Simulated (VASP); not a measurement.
# Sc3Al (P4/mmm) in VASP: notebook

Runs on Sc3Al. Level: PBEsol. Tasks: single point.

All numbers are computed with VASP 6.6.1; they aren't measurements. Logs are shortened: lines on timing, memory, paths and dates and some standing lists are left out, and cuts for length are marked.

## Step 1: The cell of the first run

The structure is tetragonal, space group P4/mmm (No. 123). The conventional cell has a = 5.050 Å, b = 5.050 Å, c = 3.283 Å, α = 90.00°, β = 90.00°, γ = 90.00°. Sc (site symmetry mmm) has 10 Sc at 3.01 to 3.57 Å and 4 Al at 3.01 Å within 4.0 Å. Within 4.0 Å of Sc (site symmetry 4/mmm) lie 10 Sc at 3.01 to 3.28 Å and 4 Al at 3.57 Å. Al (site symmetry 4/mmm) has 12 Sc at 3.01 to 3.57 Å and 2 Al at 3.28 Å within 4.0 Å.

## Step 2: Single point, PBEsol

Input file INCAR:

```
ALGO = Fast
EDIFF = 1E-6
ENCUT = 520
GGA = PS
ISIF = 2
ISMEAR = 0
LASPH = True
LCHARG = True
LELF = True
LREAL = False
LVHAR = True
LWAVE = False
NBANDS = 26
NELM = 60
PREC = Accurate
SIGMA = 0.15
```

Input file KPOINTS:

```
k-points
0
Gamma
  12 12 12
```

Input file POSCAR:

```
Sc3Al
1.0
    5.0503319131      0.0000000000      0.0000000000
    0.0000000000      5.0503319131      0.0000000000
    0.0000000000      0.0000000000      3.2827157435
Sc Al
3 1
Direct
    0.5000000000      0.0000000000      0.5000000000
    0.0000000000      0.5000000000      0.5000000000
    0.5000000000      0.5000000000      0.0000000000
    0.0000000000      0.0000000000      0.0000000000
```

Potentials or basis: VASP PAW PBE potentials, release 64 (Sc_sv, Al).

Run with:

```console
> cat potpaw_PBE.64/Sc_sv/POTCAR potpaw_PBE.64/Al/POTCAR > POTCAR
> mpirun -np 1 vasp_std > vasp.out
```

OUTCAR:

```text
EDIFF = 1E-6
   ENCUT = 520
   GGA = PS
   ISIF = 2
   ISMEAR = 0
   LASPH = True
   LREAL = False
   NELM = 60
   PREC = Accurate

 ion  position               nearest neighbor table
   1  0.500  0.000  0.500-   3 3.01   4 3.01   3 3.01   4 3.01   3 3.01   3 3.01   4 3.01   4 3.01

   2  0.000  0.500  0.500-   3 3.01   4 3.01   3 3.01   4 3.01   4 3.01   4 3.01   3 3.01   3 3.01

   3  0.500  0.500  0.000-   1 3.01   2 3.01   1 3.01   2 3.01   1 3.01   1 3.01   2 3.01   2 3.01

   4  0.000  0.000  0.000-   1 3.01   2 3.01   1 3.01   2 3.01   2 3.01   2 3.01   1 3.01   1 3.01

  LATTYP: Found a simple tetragonal cell.
 ALAT       =     5.0503319131
 C/A-ratio  =     0.6500000000

  Lattice vectors:

 A1 = (   5.0503319131,   0.0000000000,   0.0000000000)
 A2 = (   0.0000000000,   5.0503319131,   0.0000000000)
 A3 = (   0.0000000000,   0.0000000000,   3.2827157435)

Analysis of symmetry for initial positions (statically):
=====================================================================
 Subroutine PRICEL returns:
 Original cell was already a primitive cell.

 Routine SETGRP: Setting up the symmetry group for a
 simple tetragonal supercell.

 Subroutine GETGRP returns: Found 16 space group operations
 (whereof 16 operations were pure point group operations)
 out of a pool of 16 trial point group operations.

The static configuration has the point symmetry D_4h.

Analysis of symmetry for dynamics (positions and initial velocities):
=====================================================================
 Subroutine PRICEL returns:
 Original cell was already a primitive cell.

 Routine SETGRP: Setting up the symmetry group for a
 simple tetragonal supercell.

 Subroutine GETGRP returns: Found 16 space group operations
 (whereof 16 operations were pure point group operations)
 out of a pool of 16 trial point group operations.

The dynamic configuration has the point symmetry D_4h.

 Subroutine INISYM returns: Found 16 space group operations
 (whereof 16 operations are pure point group operations),
 and found     1 'primitive' translations

----------------------------------------------------------------------------------------

                                     Primitive cell

  volume of cell :      83.7285

[... 84 lines left out ...]
   ISTART =      0    job   : 0-new  1-cont  2-samecut
   ICHARG =      2    charge: 1-file 2-atom 10-const
   ISPIN  =      1    spin polarized calculation?
   LNONCOLLINEAR =      F non collinear calculations
   LSORBIT =      F    spin-orbit coupling
   LASPH  =      T    aspherical Exc in radial PAW
   ENCUT  =  520.0 eV  38.22 Ry    6.18 a.u.   9.39  9.39  6.10*2*pi/ulx,y,z
   NELM   =     60;   NELMIN=  2; NELMDL= -5     # of ELM steps
   EDIFF  = 0.1E-05   stopping-criterion for ELM
   LREAL  =      F    real-space projection
   EDIFFG = 0.1E-04   stopping-criterion for IOM
   NSW    =      0    number of steps for IOM
   IBRION =     -1    ionic relax: 0-MD 1-quasi-New 2-CG
   NFREE  =      0    steps in history (QN), initial steepest desc. (CG)
   ISIF   =      2    stress and relaxation
   ISYM   =      2    0-nonsym 1-usesym 2-fastsym
   POTIM  = 0.5000    time-step for ionic-motion
   TEBEG  =    0.0;   TEEND  =   0.0 temperature during run
   PSTRESS=    0.0 pullay stress
   NELECT =      36.0000    total number of electrons
   NUPDOWN=      -1.0000    fix difference up-down
   EMIN   =  10.00;   EMAX   =-10.00  energy-range for DOS
   EFERMI =   0.00;   METHOD = LEGACY
   ISMEAR =     0;   SIGMA  =   0.15  broadening in eV -4-tet -1-fermi 0-gaus
   EFERMI_NEDOS =   21; number of points for ismear=-14 and -15
   IALGO  =     68    algorithm
   IMIX   =      4    mixing-type and parameters
     AMIX     =   0.40;   BMIX     =  1.00
     AMIX_MAG =   1.60;   BMIX_MAG =  1.00
  volume/ion in A,a.u.               =      20.93       141.26
  Fermi-wavevector in a.u.,A,eV,Ry     =   1.235619  2.334982 20.772758  1.526755
  Thomas-Fermi vector in A             =   2.370261
   LORBIT       =      0    0 simple, 1 ext, 2 COOP (PROOUT), +10 PAW based schemes
   GGA     = PS    functional components
   LHFCALC =     F    Hartree Fock is set to
   AEXX    =    0.0000 exact exchange contribution
   IVDW    =     0    specifies the selected vdW correction
   LEPSILON=     F    determine dielectric tensor
   LRPA    =     F    only Hartree local field effects (RPA)
 non-spin polarized calculation
 RMM-DIIS sequential band-by-band and
 Gauss-broadening in eV      SIGMA  =   0.15
  energy-cutoff  :      520.00
  volume of cell :       83.73
 maximum number of plane-waves:      2284
 NGX is ok and might be reduce to    40

 number of electron      36.0000008 magnetization

 Free energy of the ion-electron system (eV)
  ---------------------------------------------------
  ext. energy  EPLUGINS =         0.00000000
  ---------------------------------------------------
  free energy    TOTEN  =       -24.43521475 eV

  energy without entropy =      -24.35573071  energy(sigma->0) =      -24.39547273

 E-fermi :   4.7836     XC(G=0): -10.3657

 val. band max:        4.7825970036   @ k =   0.2500   0.0000   0.1667
 cond. band min:       4.7841023711   @ k =   0.3333   0.1667   0.3333
 fundamental gap:      0.0015053675
 Fermi energy:         4.7835656963

 k-point     1 :       0.0000    0.0000    0.0000
  band No.  band energies     occupation
      1     -44.2492      2.00000
      2     -44.1718      2.00000
      3     -44.0963      2.00000
      4     -23.2739      2.00000
      5     -23.2739      2.00000
      6     -22.9368      2.00000
[... 685 lines left out ...]
     25       7.1479      0.00000
     26       7.5340      0.00000

 [... further k-points ...]
[... 5 lines left out ...]
  --------------------------------------------------------------------------------------
  -------------------------------------------------------------------------------------
  Total       -0.3291575     -0.3291575      2.4590591      0.0000000     -0.0000000      0.0000000
  in kB       -6.2985593     -6.2985593     47.0550697      0.0000000     -0.0000000      0.0000000
  external PRESSURE =      11.4859837 kB  Pullay stress =       0.0000000 kB

 VOLUME and BASIS-vectors are now :
 -----------------------------------------------------------------------------
  energy-cutoff  :      520.00
  volume of cell :       83.73
      direct lattice vectors                 reciprocal lattice vectors
     5.050331913  0.000000000  0.000000000     0.198006788  0.000000000  0.000000000
     0.000000000  5.050331913  0.000000000     0.000000000  0.198006788  0.000000000
     0.000000000  0.000000000  3.282715743     0.000000000  0.000000000  0.304625828

 POSITION                                       TOTAL-FORCE (eV/Angst)
 -----------------------------------------------------------------------------------
      2.52517      0.00000      1.64136         0.000000      0.000000      0.000000
      0.00000      2.52517      1.64136         0.000000      0.000000      0.000000
      2.52517      2.52517      0.00000         0.000000      0.000000      0.000000
      0.00000      0.00000      0.00000         0.000000      0.000000      0.000000
 -----------------------------------------------------------------------------------
    total drift:                               -0.000000      0.000000     -0.000000

  FREE ENERGIE OF THE ION-ELECTRON SYSTEM (eV)
  ---------------------------------------------------
  free  energy   TOTEN  =       -24.4352147482 eV

  energy  without entropy=      -24.3557307127  energy(sigma->0) =      -24.39547273
```

Wall time 3.8 min (1 thread of Intel Xeon 6975P-C (Granite Rapids), shared host); peak memory 0.45 GiB.

What came out:

```yaml
Free_energy: -24.4352 eV
Pressure: 1.1 GPa
Band_gap_on_the_k_mesh: zero (bands 18 and 19 overlap by 1.31 eV)
```

Stress tensor (GPa, compression positive):
```
-0.63  0.00  0.00
 0.00 -0.63  0.00
 0.00  0.00  4.71
```

Caveat: the stress differs along the axes, from -1 to 5 GPa; the PAW data sets were made with another functional, which shifts forces and pressure a little.

## Step 3: Single point, PBEsol

This run uses another cell than the first one, of the same volume but with other edges.

Input file INCAR:

```
  PREC = Accurate
  ENCUT = 520
  EDIFF = 1E-6
  ISMEAR = 0
  SIGMA = 0.15
  LREAL = False
  LASPH = True
  NELM = 80
  ALGO = Fast
  ISIF = 2
  LWAVE = False
  LCHARG = False
  GGA = PS
  NBANDS = 26
```

Input file KPOINTS:

```
Automatic mesh
0
Gamma
  12 12 12
```

Input file POSCAR:

```
Sc3Al
1.0
    3.8217354476      0.0000000000      0.0000000000
    0.0000000000      3.8217354476      0.0000000000
    0.0000000000      0.0000000000      5.7326031713
Sc Al
3 1
Direct
    0.5000000000      0.0000000000      0.5000000000
    0.0000000000      0.5000000000      0.5000000000
    0.5000000000      0.5000000000      0.0000000000
    0.0000000000      0.0000000000      0.0000000000
```

Potentials or basis: VASP PAW PBE potentials, release 64 (Sc_sv, Al).

Run with:

```console
> cat potpaw_PBE.64/Sc_sv/POTCAR potpaw_PBE.64/Al/POTCAR > POTCAR
> mpirun -np 1 vasp_std > vasp.out
```

OUTCAR:

```text
PREC = Accurate
   ENCUT = 520
   EDIFF = 1E-6
   ISMEAR = 0
   LREAL = False
   LASPH = True
   NELM = 80
   ISIF = 2
   GGA = PS

 ion  position               nearest neighbor table
   1  0.500  0.000  0.500-   2 2.70   2 2.70   2 2.70   2 2.70
   2  0.000  0.500  0.500-   1 2.70   1 2.70   1 2.70   1 2.70
   3  0.500  0.500  0.000-   4 2.70   4 2.70   4 2.70   4 2.70
   4  0.000  0.000  0.000-   3 2.70   3 2.70   3 2.70   3 2.70

  LATTYP: Found a simple tetragonal cell.
 ALAT       =     3.8217354476
 C/A-ratio  =     1.5000000000

  Lattice vectors:

 A1 = (   3.8217354476,   0.0000000000,   0.0000000000)
 A2 = (   0.0000000000,   3.8217354476,   0.0000000000)
 A3 = (   0.0000000000,   0.0000000000,   5.7326031713)

Analysis of symmetry for initial positions (statically):
=====================================================================
 Subroutine PRICEL returns:
 Original cell was already a primitive cell.

[... 165 lines left out ...]

 Free energy of the ion-electron system (eV)
  ---------------------------------------------------
  ext. energy  EPLUGINS =         0.00000000
  ---------------------------------------------------
  free energy    TOTEN  =       -23.00666217 eV

  energy without entropy =      -22.93033321  energy(sigma->0) =      -22.96849769

 E-fermi :   4.6381     XC(G=0): -10.3244

 val. band max:        4.6327978889   @ k =   0.5000   0.0000   0.3333
 cond. band min:       4.6396608639   @ k =   0.3333   0.3333   0.3333
 fundamental gap:      0.0068629750
 Fermi energy:         4.6381219569

 k-point     1 :       0.0000    0.0000    0.0000
  band No.  band energies     occupation
      1     -44.3618      2.00000
      2     -44.2130      2.00000
      3     -44.0189      2.00000
      4     -23.4824      2.00000
      5     -23.4824      2.00000
      6     -23.1537      2.00000
[... 685 lines left out ...]
     25       7.8801      0.00000
     26       8.0261      0.00000

 [... further k-points ...]
[... 5 lines left out ...]
  --------------------------------------------------------------------------------------
  -------------------------------------------------------------------------------------
  Total        6.9575290      6.9575290     -6.9473321      0.0000000      0.0000000      0.0000000
  in kB      133.1350751    133.1350751   -132.9399530      0.0000000      0.0000000      0.0000000
  external PRESSURE =      44.4433991 kB  Pullay stress =       0.0000000 kB

 VOLUME and BASIS-vectors are now :
 -----------------------------------------------------------------------------
  energy-cutoff  :      520.00
  volume of cell :       83.73
      direct lattice vectors                 reciprocal lattice vectors
     3.821735448  0.000000000  0.000000000     0.261661231  0.000000000  0.000000000
     0.000000000  3.821735448  0.000000000     0.000000000  0.261661231  0.000000000
     0.000000000  0.000000000  5.732603171     0.000000000  0.000000000  0.174440820

 POSITION                                       TOTAL-FORCE (eV/Angst)
 -----------------------------------------------------------------------------------
      1.91087      0.00000      2.86630         0.000000      0.000000      0.000000
      0.00000      1.91087      2.86630         0.000000      0.000000      0.000000
      1.91087      1.91087      0.00000         0.000000      0.000000      0.000000
      0.00000      0.00000      0.00000         0.000000      0.000000      0.000000
 -----------------------------------------------------------------------------------
    total drift:                                0.000000      0.000000      0.000000

  FREE ENERGIE OF THE ION-ELECTRON SYSTEM (eV)
  ---------------------------------------------------
  free  energy   TOTEN  =       -23.0066621701 eV

  energy  without entropy=      -22.9303332131  energy(sigma->0) =      -22.96849769
```

stdout:

```text
POSCAR found type information on POSCAR ScAl
 POSCAR found :  2 types and       4 ions
 scaLAPACK will be used
 -----------------------------------------------------------------------------
|                                                                             |
|                                                                             |
|     You enforced a specific xc type in the INCAR file but a different       |
|     I HOPE YOU KNOW WHAT YOU ARE DOING!                                     |
|                                                                             |
 -----------------------------------------------------------------------------

 LDA part: xc-table for (Slater+PW92), standard interpolation
 POSCAR, INCAR and KPOINTS ok, starting setup
 FFT: planning ... GRIDC
 FFT: planning ... GRID_SOFT
 FFT: planning ... GRID
 WAVECAR not read
 entering main loop
```

It took 3.5 min on 1 thread of Intel Xeon 6975P-C (Granite Rapids), shared host; peak memory 0.45 GiB.

What came out:

```yaml
Free_energy: -23.0067 eV
Pressure: 4.4 GPa
Band_gap_on_the_k_mesh: zero (bands 18 and 19 overlap by 0.56 eV)
```

Caveat: the stress differs along the axes, from -13 to 13 GPa; the PAW data sets were made with another functional, which shifts forces and pressure a little.
